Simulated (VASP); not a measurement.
# BN (zincblende type) (F-43m) in VASP: further runs, part 2 of 2

VASP 6.6.1. Earlier steps stand in the parts before.

## 3. Relaxation of cell and atoms, PBE, target pressure 32 GPa, at which the enthalpy is minimised

This run uses another cell than the first one, of 5.85 Å³/atom, 1.060 times its volume.

INCAR

```
SYSTEM = BN
  PREC = Accurate
  ENCUT = 600
  EDIFF = 1E-6
  ISMEAR = -1
  SIGMA = 0.1
  LREAL = .False.
  LASPH = .True.
  NELM = 100
  ALGO = Normal
  ISIF = 3
  LWAVE = .False.
  LCHARG = .False.
  GGA = PE
  IBRION = 2
  NSW = 60
  EDIFFG = -0.005
  PSTRESS = 320.0
```

KPOINTS

```
Automatic mesh
0
Gamma
  16 16 16
  0 0 0
```

POSCAR

```
BN
1.0
    0.0000000000      1.8021293989      1.8021293989
    1.8021293989      0.0000000000      1.8021293989
    1.8021293989      1.8021293989      0.0000000000
B N
1 1
Direct
    0.0000000000      0.0000000000      0.0000000000
    0.2500000000      0.2500000000      0.2500000000
```

Potentials or basis: VASP PAW PBE potentials, release 64 (B, N).

On the command line:

```console
$ cat potpaw_PBE.64/B/POTCAR potpaw_PBE.64/N/POTCAR > POTCAR
$ mpirun -np 1 vasp_std > vasp.out
```

Wall time 13 s (1 thread of Intel Xeon 6975P-C (Granite Rapids), shared host); peak memory 0.13 GiB.

Results (log left out):

| Item | Value |
| --- | --- |
| Free energy | -17.3733 eV |
| Relaxed volume | 5.52 Å³/atom |
| Relaxed cell | a = 2.500 Å, b = 2.500 Å, c = 2.500 Å, α = 60.00°, β = 60.00°, γ = 60.00° |
| Space group after relaxing (to 0.05 Å) | F-43m (No. 216) |
| Energy change on relaxing (the enthalpy is what falls) | +38.4 meV/atom |
| Ionic steps | 4 |
| Pressure after relaxing | 32.0 GPa |
| Band gap on the k mesh | 4.53 eV, indirect (least direct gap 9.14 eV) |

The path:
```
step  energy change (eV)  largest force (eV/Å)  pressure (GPa)  volume (Å³)
   1              0.0000                0.0000            6.52        11.71
   2              0.3581                0.0000           76.70        10.20
   3              0.0742                0.0000           31.44        11.06
   4              0.0767                0.0000           31.98        11.05
```

Final structure:
```
B N
1.0
     0.00000    1.76773    1.76773
     1.76773    0.00000    1.76773
     1.76773    1.76773    0.00000
B N
1 1
Cartesian
  1.7677 3.5355 1.7677
  0.8839 0.8839 0.8839
```

Levels at points of the mesh, in eV from the valence-band top:
```csv
k point,band 1,band 2,band 3,band 4,band 5,band 6,band 7,band 8
"(0.00, 0.00, 0.00)",-21.01,0.00,0.00,0.00,9.14,9.14,9.14,11.46
"(0.50, 0.00, 0.00)",-16.47,-11.32,-2.07,-2.07,11.03,11.07,11.07,15.94
"(0.50, 0.50, 0.00)",-15.01,-9.36,-5.24,-5.24,4.53,9.60,18.97,18.97
```

Caveat: the cell is relaxed towards a set pressure, so the enthalpy falls and the energy may rise.

## 4. Single point, PBE

INCAR

```
ALGO = Normal
EDIFF = 1E-7
ENCUT = 520
GGA = PE
ISIF = 2
ISMEAR = -1
LASPH = True
LCHARG = False
LREAL = False
LWAVE = False
NBANDS = 11
NELM = 100
PREC = Accurate
SIGMA = 0.1
```

KPOINTS

```
k-points
0
Gamma
  16 16 16
```

POSCAR

```
BN
1.0
    0.0000000000      1.7675658953      1.7675658953
    1.7675658953      0.0000000000      1.7675658953
    1.7675658953      1.7675658953      0.0000000000
B N
1 1
Direct
    0.0000000000      0.0000000000      0.0000000000
    0.2500000000      0.2500000000      0.2500000000
```

On the command line:

```console
$ cat potpaw_PBE.64/B/POTCAR potpaw_PBE.64/N/POTCAR > POTCAR
$ mpirun -np 1 vasp_std > vasp.out
```

Wall time 11 s (1 thread of Intel Xeon Platinum 8488C (Sapphire Rapids), shared host); peak memory 0.13 GiB.

Results (log left out):

```yaml
Free_energy: -17.3666 eV
Pressure: 32.5 GPa
Band_gap_on_the_k_mesh: 4.53 eV, indirect (least direct gap 9.14 eV)
```

Levels at points of the mesh, in eV from the valence-band top:
| k point | band 1 | band 2 | band 3 | band 4 | band 5 | band 6 | band 7 | band 8 | band 9 |
| --- | --- | --- | --- | --- | --- | --- | --- | --- | --- |
| (0.00, 0.00, 0.00) | -21.01 | 0.00 | 0.00 | 0.00 | 9.14 | 9.14 | 9.14 | 11.46 | 26.04 |
| (0.50, 0.00, 0.00) | -16.47 | -11.32 | -2.07 | -2.07 | 11.04 | 11.08 | 11.08 | 15.95 | 24.45 |
| (0.50, 0.50, 0.00) | -15.01 | -9.37 | -5.24 | -5.24 | 4.53 | 9.61 | 18.97 | 18.97 | 21.96 |

A k mesh can miss the band edges. PBE gaps usually lie below the measured ones, often by a third to a half.

## 5. Single point, PBE

INCAR

```
SYSTEM = BN
PREC = Accurate
ENCUT = 520
EDIFF = 1E-7
ISMEAR = -1
SIGMA = 0.1
LREAL = .False.
LASPH = .True.
NELM = 100
ALGO = Normal
ISIF = 2
LWAVE = .False.
LCHARG = .False.
GGA = PE
NBANDS = 11
```

KPOINTS

```
Automatic mesh
0
Gamma
  16 16 16
  0 0 0
```

POSCAR is that of step 4.

Potentials or basis: VASP PAW PBE potentials, release 64 (B, N).

On the command line:

```console
$ cat potpaw_PBE.64/B/POTCAR potpaw_PBE.64/N/POTCAR > POTCAR
$ mpirun -np 1 vasp_std > vasp.out
```

OUTCAR:

```text
SYSTEM = BN
   PREC = Accurate
   ENCUT = 520
   EDIFF = 1E-7
   ISMEAR = -1
   LREAL = .False.
   LASPH = .True.
   NELM = 100
   ISIF = 2
   GGA = PE

 ion  position               nearest neighbor table
   1  0.000  0.000  0.000-   2 1.53   2 1.53   2 1.53   2 1.53
   2  0.250  0.250  0.250-   1 1.53   1 1.53   1 1.53   1 1.53

  LATTYP: Found a face centered cubic cell.
 ALAT       =     3.5351317906

  Lattice vectors:

 A1 = (   0.0000000000,   1.7675658953,   1.7675658953)
[... 512 lines left out ...]
      6      17.7026      0.00000
      7      18.1631      0.00000
      8      20.4467      0.00000
      9      33.2298      0.00000
     10      33.2351      0.00000
     11      35.7059      0.00000

 [... further k-points ...]
[... 5 lines left out ...]
  --------------------------------------------------------------------------------------
  -------------------------------------------------------------------------------------
  Total        2.2386832      2.2386832      2.2386832      0.0000000      0.0000000      0.0000000
  in kB      324.7479261    324.7479261    324.7479261      0.0000000      0.0000000      0.0000000
  external PRESSURE =     324.7479261 kB  Pullay stress =       0.0000000 kB

 VOLUME and BASIS-vectors are now :
 -----------------------------------------------------------------------------
  energy-cutoff  :      520.00
  volume of cell :       11.04
      direct lattice vectors                 reciprocal lattice vectors
     0.000000000  1.767565895  1.767565895    -0.282874885  0.282874885  0.282874885
     1.767565895  0.000000000  1.767565895     0.282874885 -0.282874885  0.282874885
     1.767565895  1.767565895  0.000000000     0.282874885  0.282874885 -0.282874885

 POSITION                                       TOTAL-FORCE (eV/Angst)
 -----------------------------------------------------------------------------------
      0.00000      0.00000      0.00000         0.000000      0.000000      0.000000
      0.88378      0.88378      0.88378        -0.000000     -0.000000     -0.000000
 -----------------------------------------------------------------------------------
    total drift:                                0.000000      0.000000      0.000000

  FREE ENERGIE OF THE ION-ELECTRON SYSTEM (eV)
  ---------------------------------------------------
  free  energy   TOTEN  =       -17.3665518894 eV

  energy  without entropy=      -17.3665518894  energy(sigma->0) =      -17.36655189
```

OSZICAR:

```text
N       E                     dE             d eps       ncg     rms          rms(c)
DAV:   1     0.109276599560E+02    0.10928E+02   -0.51345E+03  3273   0.732E+02
DAV:   2    -0.179782629981E+02   -0.28906E+02   -0.28199E+02  3779   0.171E+02
DAV:   3    -0.184429194082E+02   -0.46466E+00   -0.46407E+00  3760   0.186E+01
DAV:   4    -0.184433862316E+02   -0.46682E-03   -0.46682E-03  3436   0.658E-01
DAV:   5    -0.184433866209E+02   -0.38934E-06   -0.38928E-06  3706   0.187E-02    0.711E+00
DAV:   6    -0.174778278269E+02    0.96556E+00   -0.28406E+00  3346   0.101E+01    0.352E+00
DAV:   7    -0.173824256912E+02    0.95402E-01   -0.13922E-01  3669   0.300E+00    0.202E+00
DAV:   8    -0.173662416969E+02    0.16184E-01   -0.38222E-02  3614   0.144E+00    0.231E-01
DAV:   9    -0.173664691151E+02   -0.22742E-03   -0.86398E-04  3394   0.263E-01    0.899E-02
DAV:  10    -0.173665472985E+02   -0.78183E-04   -0.11122E-04  3553   0.899E-02    0.159E-02
DAV:  11    -0.173665518551E+02   -0.45566E-05   -0.75734E-06  3584   0.230E-02    0.106E-02
DAV:  12    -0.173665518853E+02   -0.30188E-07   -0.13285E-06  3604   0.805E-03    0.614E-04
DAV:  13    -0.173665518894E+02   -0.41405E-08   -0.20237E-08  1685   0.140E-03
   1 F= -.17366552E+02 E0= -.17366552E+02  d E =-.320228E-10
```

It took 11 s on 1 thread of Intel Xeon Platinum 8488C (Sapphire Rapids), shared host; peak memory 0.13 GiB.

Results:

```
Free energy            : -17.3666 eV
Pressure               : 32.5 GPa
Band gap on the k mesh : 4.53 eV, indirect (least direct gap 9.14 eV)
```

A k mesh can miss the band edges. As with any semilocal functional, this PBE gap is likely too small.

## 6. The runs side by side

```csv
task,cell,cutoff (eV),gap on the mesh (eV),pressure (GPa)
relaxation of cell and atoms,"relaxed to 32 GPa from a = 2.500 Å, angles 60.0°, 2 atoms",600,4.53,32.0
relaxation of cell and atoms,"relaxed to 32 GPa from a = 2.549 Å, angles 60.0°, 2 atoms",600,4.53,32.0
single point,"a = 2.500 Å, angles 60.0°, 2 atoms",520,4.53,32.5
```

Alike in all rows: level PBE; potentials or basis VASP PAW PBE potentials, release 64 (B, N); no spin polarisation; k mesh 16 × 16 × 16; smearing fermi-dirac 0.1 eV.

Caveats: the cell is relaxed towards a set pressure, so the enthalpy falls and the energy may rise (some runs).

Total energies depend on the potentials used, so only differences within one code and one set of settings carry meaning.
